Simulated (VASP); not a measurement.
Wanted: the native input for a VASP 6.6.1 run.

```yaml
Task: single point
Functional: LDA
Potentials_or_basis: VASP PAW LDA potentials, release 64 (Pb_d, S)
Cutoff: 520 eV
k_mesh: 6 × 6 × 6
Occupations: fermi-dirac, width 0.05 eV
Spin: no spin polarisation
Dipole_correction: no
Further_INCAR_settings: ALGO = Normal; EDIFF = 1e-07; NBANDS = 17
```

The structure of PbS lies in POSCAR:

```
PbS
1.0
    4.1234986898      0.0000000000      0.0000000000
   -2.0617493449      3.5710542531      0.0000000000
    0.0000000000      0.0000000000      3.8194755851
Pb S
1 1
Direct
    0.0000000000      0.0000000000      0.0000000000
    0.6666666667      0.3333333333      0.5000000000
```

The input as run:

INCAR

```
SYSTEM = PbS
PREC = Accurate
ENCUT = 520
EDIFF = 1E-7
ISMEAR = -1
SIGMA = 0.05
LREAL = .False.
LASPH = .True.
NELM = 100
ALGO = Normal
ISIF = 2
LWAVE = .False.
LCHARG = .True.
GGA = CA
LELF = .True.
LVHAR = .True.
NBANDS = 17
```

KPOINTS

```
Automatic mesh
0
Gamma
  6 6 6
  0 0 0
```

Potentials or basis: VASP PAW LDA potentials, release 64 (Pb_d, S).

Run with:

```console
$ cat potpaw_LDA.64/Pb_d/POTCAR potpaw_LDA.64/S/POTCAR > POTCAR
$ mpirun -np 1 vasp_std > vasp.out
```

Results of the run:

```
Pressure               : -5.5 GPa
Band gap on the k mesh : zero (band 10 reaches 4.76 eV, above the bottom of band 11 at 4.29 eV)
```

Caveat: spin-orbit coupling is left out, which moves the levels of the heavy elements.

It took 13 s on 1 thread of Intel(R) Xeon(R) Platinum 8559C (Emerald Rapids) (shared host), peak memory 0.16 GiB.
